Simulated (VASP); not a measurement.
A run of VASP 6.6.1 is set up as follows.

INCAR

```
PREC     = Accurate       # precision mode
ENCUT    = 520            # plane-wave cutoff, eV
EDIFF    = 1E-7           # SCF threshold, eV
ISMEAR   = -1             # smearing method
SIGMA    = 0.1            # smearing width, eV
LREAL    = F              # projectors in reciprocal space
LASPH    = T              # aspherical terms in the spheres
NELM     = 60             # most SCF steps
ALGO     = Normal         # electronic algorithm
ISIF     = 2              # what is computed and relaxed
LWAVE    = F              # write WAVECAR
LCHARG   = F              # write CHGCAR
GGA      = CA             # functional
NBANDS   = 13             # bands
```

Contents of KPOINTS:

```
regular mesh
0
Gamma
  15 15 15
```

The input POSCAR:

```
Mo
1.0
    0.0000000000      1.9679579650      1.9679579650
    1.9679579650      0.0000000000      1.9679579650
    1.9679579650      1.9679579650      0.0000000000
Mo
1
Direct
    0.0000000000      0.0000000000      0.0000000000
```

Potentials or basis: VASP PAW LDA potentials, release 64 (Mo_sv).

The run is started by

```console
$ cat potpaw_LDA.64/Mo_sv/POTCAR > POTCAR
$ mpirun -np 1 vasp_std > vasp.out
```

Task: What does it give for the pressure?

Result: 1.6 GPa.

Task: Predict the band gap on the k mesh.

Result: Zero (band 7 reaches 16.61 eV, above the bottom of band 8 at 11.64 eV).
